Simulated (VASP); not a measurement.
Write the native input for VASP 6.6.1 that does the following.

| Item | Value |
| --- | --- |
| Task | single point |
| Functional | PBE |
| Potentials or basis | VASP PAW PBE potentials, release 64 (Te) |
| Cutoff | 520 eV |
| k mesh | 16 × 16 × 16 |
| Occupations | fermi-dirac, width 0.08 eV |
| Spin | no spin polarisation |
| Dipole correction | no |
| Further INCAR settings | ALGO = Normal; EDIFF = 1e-06; NBANDS = 9 |

The structure of Te lies in POSCAR:

```
Te
1.0
   -1.9246176213      1.9246176213      1.9246176213
    1.9246176213     -1.9246176213      1.9246176213
    1.9246176213      1.9246176213     -1.9246176213
Te
1
Direct
    0.0000000000      0.0000000000      0.0000000000
```

This isn't the form of Te at room conditions, which is trigonal, of chains.

The input as run:

INCAR

```
ALGO     = Normal         # electronic algorithm
EDIFF    = 1E-6           # SCF threshold, eV
ENCUT    = 520            # plane-wave cutoff, eV
GGA      = PE             # functional
ISIF     = 2              # what is computed and relaxed
ISMEAR   = -1             # smearing method
LASPH    = True           # aspherical terms in the spheres
LCHARG   = False          # write CHGCAR
LREAL    = False          # projectors in reciprocal space
LWAVE    = False          # write WAVECAR
NBANDS   = 9              # bands
NELM     = 100            # most SCF steps
PREC     = Accurate       # precision mode
SIGMA    = 0.08           # smearing width, eV
```

KPOINTS

```
k-points
0
Gamma
  16 16 16
```

Potentials or basis: VASP PAW PBE potentials, release 64 (Te).

Command:

```console
$ cat potpaw_PBE.64/Te/POTCAR > POTCAR
$ mpirun -np 1 vasp_std > vasp.out
```

Results of the run:

The pressure is -0.1 GPa and the band gap on the k mesh is zero (bands 3 and 4 overlap by 6.34 eV).

Caveat: spin-orbit coupling is left out, which moves the levels of the heavy elements.

It took 14 s on 1 thread of Intel(R) Xeon(R) 6975P-C (Granite Rapids), with other jobs on the host, peak memory 0.18 GiB.
